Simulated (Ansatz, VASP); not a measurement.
## Two plane-wave programs on Pt

```
Pt
1.0
     1.97862    1.97862    0.00000
    -1.97862    1.97862    0.00000
     0.00000    0.00000    3.95724
Pt
2
Direct
  0.00000 0.00000 0.00000
  0.50000 0.50000 0.50000
```

Change from the starting cell: equal strain along all axes, cell held, atoms relaxed: +1.0 %.

Alike in both runs: task single point; functional PBEsol; k mesh 18 × 18 × 14; occupations gaussian, width 0.1 eV; no spin polarisation.

|  | VASP | Ansatz |
| --- | --- | --- |
| version | VASP 6.6.1 | Ansatz 0.2.0 |
| potentials or method | VASP PAW PBE potentials, release 64 (Pt), cutoff 520 eV | scalar-relativistic, plane waves, PAW |
| valence electrons in the cell | 20 | 36 |

Ansatz gave:

| Item | Value |
| --- | --- |
| gap on the k mesh at the Fermi level (eV) | none |
| pressure (GPa) | -7.9 |

Task: Estimate VASP's values.

Result: gap on the k mesh at the Fermi level (eV): none; pressure (GPa): -8.3.

VASP's potentials were made for PBE, not for PBEsol. A gap of «none» marks a metal or a gap that the smearing closes. The functional is the same, so the differences come from potentials, cutoffs and numerics. VASP's potentials hold 20 valence electrons a cell and Ansatz's 36, so a difference there can come from the potentials and not from the codes.

Neither program's run includes spin-orbit coupling.
